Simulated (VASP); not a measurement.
# BN: single point with PBE+D3(BJ)

Crystal: BN.

```
B N
1.0
     2.60670    0.00000    0.00000
    -1.30335    2.25746    0.00000
     0.00000    0.00000    7.14619
B N
2 2
Direct
  0.33333 0.66667 0.25000
  0.66667 0.33333 0.75000
  0.33333 0.66667 0.75000
  0.66667 0.33333 0.25000
```

This cell differs from its parent crystal: strain +0.040 along x and y, +0.080 along z.

```
Program             : VASP 6.6.1
Task                : single point
Functional          : PBE
Dispersion          : D3(BJ)
Potentials or basis : VASP PAW PBE potentials, release 64 (B, N)
Cutoff              : 520 eV
k mesh              : 12 × 12 × 4
Occupations         : gaussian, width 0.05 eV
Spin                : no spin polarisation
```

```yaml
Pressure: -22.3 GPa
Band_gap_on_the_k_mesh: 4.16 eV, indirect (least direct gap 4.35 eV)
Dispersion_energy_per_atom: -0.119 eV
```

Stress tensor (GPa, compression positive):
```
-32.74   0.00   0.00
  0.00 -32.74   0.00
  0.00   0.00  -1.29
```

Levels at points of the mesh, in eV from the valence-band top:
| k point | band 4 | band 5 | band 6 | band 7 | band 8 | band 9 | band 10 | band 11 | band 12 | band 13 |
| --- | --- | --- | --- | --- | --- | --- | --- | --- | --- | --- |
| (0.00, 0.00, 0.00) | -3.83 | -1.45 | -1.45 | -1.43 | -1.43 | 4.83 | 9.14 | 9.94 | 10.59 | 10.59 |
| (0.50, 0.00, 0.00) | -8.38 | -3.96 | -3.92 | -1.16 | -0.46 | 4.16 | 5.11 | 8.40 | 8.73 | 11.99 |
| (0.00, 0.00, 0.50) | -4.68 | -1.44 | -1.44 | -1.44 | -1.44 | 6.69 | 6.69 | 10.63 | 10.63 | 10.63 |
| (0.50, 0.00, 0.50) | -8.41 | -3.94 | -3.94 | -0.80 | -0.80 | 4.51 | 4.51 | 8.66 | 8.66 | 12.64 |

Wall time 17 s on 1 thread of Intel(R) Xeon(R) 6975P-C (Granite Rapids), on a shared host, peak memory 0.18 GiB.

Caveat: the cell differs from its parent crystal (strain +0.040 along x and y, +0.080 along z). A k mesh can miss the band edges.
